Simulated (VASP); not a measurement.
Crystal: W.

```
W
1.0
     0.00000    2.03000    2.03000
     2.03000    0.00000    2.03000
     2.03000    2.03000    0.00000
W
1
Cartesian
  0.0000 0.0000 0.0000
```

Base run:

| Quantity | Value |
| --- | --- |
| Program | VASP 6.6.1 |
| Functional | PBEsol |
| Potentials or basis | VASP PAW PBE potentials, release 64 (W_sv) |
| Cutoff | 520 eV |
| k mesh | 14 × 14 × 14 |
| Occupations | fermi-dirac, width 0.5 eV |
| Spin | no spin polarisation |

Its results: band gap on the k mesh zero (band 7 reaches 13.01 eV, above the bottom of band 8 at 9.54 eV); pressure -7.9 GPa.

Question: The run is repeated on the same cell with these changes: occupations from fermi-dirac, width 0.5 eV to fermi-dirac, width 0.1 eV. What comes out?

Answer: Band gap on the k mesh zero (band 7 reaches 13.02 eV, above the bottom of band 8 at 9.52 eV); pressure -12.0 GPa.

Caveats: the PAW data sets were made with another functional, which shifts forces and pressure a little; spin-orbit coupling is left out, which moves the levels of the heavy elements.
